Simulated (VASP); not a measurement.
Write the native input for VASP 6.6.1 that does the following.

```
Task                   : single point
Functional             : PBE
Dispersion             : D3(BJ)
Potentials or basis    : VASP PAW PBE potentials, release 64 (Ga_d, P, As)
Cutoff                 : 500 eV
k mesh                 : 8 × 8 × 4
Occupations            : gaussian, width 0.01 eV
Spin                   : no spin polarisation
Dipole correction      : no
Further INCAR settings : ALGO = Normal; EDIFF = 1e-06; NBANDS = 46
```

The structure of Ga4AsP3 lies in POSCAR:

```
Ga4AsP3
1.0
    3.8905376444      0.0000000000      0.0000000000
    0.0000000000      3.8905376444      0.0000000000
    0.0000000000      0.0000000000     11.0043658019
Ga P As
4 3 1
Direct
    0.5000000000      0.0000000000      0.8678555112
    0.0000000000      0.5000000000      0.6225375480
    0.5000000000      0.0000000000      0.3774624520
    0.0000000000      0.5000000000      0.1321444888
    0.0000000000      0.0000000000      0.5000000000
    0.5000000000      0.5000000000      0.2547159146
    0.5000000000      0.5000000000      0.7452840854
    0.0000000000      0.0000000000      0.0000000000
```

The input as run:

INCAR

```
SYSTEM = Ga4AsP3
  PREC = Accurate
  ENCUT = 500
  EDIFF = 1E-6
  ISMEAR = 0
  SIGMA = 0.01
  LREAL = .FALSE.
  LASPH = .TRUE.
  NELM = 120
  ALGO = Normal
  ISIF = 2
  LWAVE = .FALSE.
  LCHARG = .FALSE.
  GGA = PE
  IVDW = 12
  NBANDS = 46
  GGA_COMPAT = .FALSE.
```

KPOINTS

```
regular mesh
0
G
  8 8 4
  0 0 0
```

Potentials or basis: VASP PAW PBE potentials, release 64 (Ga_d, P, As).

Run with:

```console
$ cat potpaw_PBE.64/Ga_d/POTCAR potpaw_PBE.64/P/POTCAR potpaw_PBE.64/As/POTCAR > POTCAR
$ mpirun -np 1 vasp_std > vasp.out
```

Results of the run:

The pressure is 0.0 GPa and the largest force is 0.018 eV/Å. The band gap on the k mesh is 1.42 eV and the dispersion energy per atom is -0.319 eV.

It took 3 min on 1 thread of Oxide Virtual Turin-like Processor (shared host), peak memory 0.38 GiB.
